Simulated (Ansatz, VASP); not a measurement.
GaSe4: VASP beside Ansatz

```xyz
10
Lattice="5.5555 0.0000 0.0000 0.0000 5.5555 0.0000 0.0000 0.0000 9.4661" Properties=species:S:1:pos:R:3 pbc="T T T"
Ga    0.0000    0.0000    7.0996
Ga    0.0000    0.0000    2.3665
Se    4.0419    1.5136    5.9147
Se    1.5136    4.0419    5.9147
Se    4.0419    4.0419    8.2845
Se    1.5136    1.5136    8.2845
Se    4.0419    1.5136    3.5515
Se    1.5136    4.0419    3.5515
Se    1.5136    1.5136    1.1816
Se    4.0419    4.0419    1.1816
```

Alike in both runs: functional PBE; k mesh 6 × 6 × 4; occupations gaussian, width 0.1 eV; no spin polarisation.

Ansatz relaxed the structure, and its values are those at the end. VASP's run is a single point on that final structure, the one shown.

|  | VASP | Ansatz |
| --- | --- | --- |
| version | VASP 6.6.1 | Ansatz 0.2.0 |
| potentials or method | VASP PAW PBE potentials, release 64 (Ga_d, Se), cutoff 520 eV | scalar-relativistic, plane waves, PAW |
| valence electrons in the cell | 74 | 154 |

Ansatz gave:

- gap on the k mesh at the Fermi level (eV): none
- pressure (GPa): 0.0
- rms of the force components (eV/Å): 0.002

Q: Estimate VASP's values.

A: gap on the k mesh at the Fermi level (eV): none; pressure (GPa): 0.1; rms of the force components (eV/Å): 0.013.

A gap of «none» marks a metal or a gap that the smearing closes. With one functional, cell and mesh, what is left measures potentials, basis and numerics. VASP's potentials hold 74 valence electrons a cell and Ansatz's 154, so a difference there can come from the potentials and not from the codes.
